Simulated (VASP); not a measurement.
Wanted: the native input for a VASP 6.6.1 run.

```
Task                   : single point
Functional             : PBEsol
Dispersion             : D3(BJ)
Potentials or basis    : VASP PAW PBE potentials, release 64 (Ta_pv, N)
Cutoff                 : 600 eV
k mesh                 : 10 × 10 × 10
Occupations            : fermi-dirac, width 0.05 eV
Spin                   : no spin polarisation
Dipole correction      : no
Further INCAR settings : ALGO = Normal; EDIFF = 1e-06; NBANDS = 15
```

The structure of TaN lies in POSCAR:

```
TaN
1.0
    0.0000000000      2.1964814589      2.1964814589
    2.1964814589      0.0000000000      2.1964814589
    2.1964814589      2.1964814589      0.0000000000
Ta N
1 1
Direct
    0.5000000000      0.5000000000      0.5000000000
    0.0000000000      0.0000000000      0.0000000000
```

These files were run (other wordings do the same):

INCAR

```
  ALGO = Normal
  EDIFF = 1E-6
  ENCUT = 600
  GGA = PS
  GGA_COMPAT = False
  ISIF = 2
  ISMEAR = -1
  IVDW = 12
  LASPH = True
  LCHARG = False
  LREAL = False
  LWAVE = False
  NBANDS = 15
  NELM = 120
  PREC = Accurate
  SIGMA = 0.05
```

KPOINTS

```
k-points
0
Gamma
  10 10 10
```

Potentials or basis: VASP PAW PBE potentials, release 64 (Ta_pv, N).

Command:

```console
$ cat potpaw_PBE.64/Ta_pv/POTCAR potpaw_PBE.64/N/POTCAR > POTCAR
$ mpirun -np 1 vasp_std > vasp.out
```

Results of the run:

```json
{"Pressure": "-10.5 GPa", "Band gap on the k mesh": "zero (band 8 reaches 11.32 eV, above the bottom of band 9 at 7.27 eV)", "Dispersion energy per atom": "-0.468 eV"}
```

Caveat: the PAW data sets were made with another functional, which shifts forces and pressure a little; spin-orbit coupling is left out, which moves the levels of the heavy elements; pairwise dispersion overbinds metals, which lowers pressure and volume.

It took 13 s on 1 thread of AMD EPYC 9R45 96-Core Processor (Zen 5), on a shared host, peak memory 0.15 GiB.
